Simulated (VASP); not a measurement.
The system is KTaO3.

```
K Ta O
1.0
     4.02964    0.00000    0.00000
     0.00000    4.02964    0.00000
     0.00000    0.00000    4.02964
K Ta O
1 1 3
Direct
  0.00000 0.00000 0.00000
  0.50000 0.50000 0.50000
  0.50000 0.50000 0.00000
  0.50000 0.00000 0.50000
  0.00000 0.50000 0.50000
```

This cell differs from its parent crystal: volume changed by +3%.

Base run:

| Quantity | Value |
| --- | --- |
| Program | VASP 6.6.1 |
| Functional | r2SCAN |
| Potentials or basis | VASP PAW PBE potentials, release 64 (K_sv, Ta_pv, O) |
| Cutoff | 520 eV |
| k mesh | 6 × 6 × 6 |
| Occupations | gaussian, width 0.01 eV |
| Spin | no spin polarisation |

Its results: band gap on the k mesh 2.52 eV, indirect (least direct gap 3.18 eV); pressure -5.0 GPa.

Task: The run is repeated on the same cell with these changes: potentials or basis from VASP PAW PBE potentials, release 64 (K_sv, Ta_pv, O) to VASP PAW PBE potentials, release 64 (K_sv, Ta_sv_GW, O); cutoff from 520 eV to 660 eV; further incar settings from ALGO = Normal; EDIFF = 1e-06; NBANDS = 27 to ALGO = Normal; EDIFF = 1e-06; NBANDS = 28; valence electrons from 38 to 40. What comes out?

Result: Band gap on the k mesh 2.53 eV, indirect (least direct gap 3.20 eV); pressure -5.9 GPa.

Caveats: the PAW data sets were made with another functional, which shifts forces and pressure a little; spin-orbit coupling is left out, which moves the levels of the heavy elements.

A k mesh can miss the band edges.
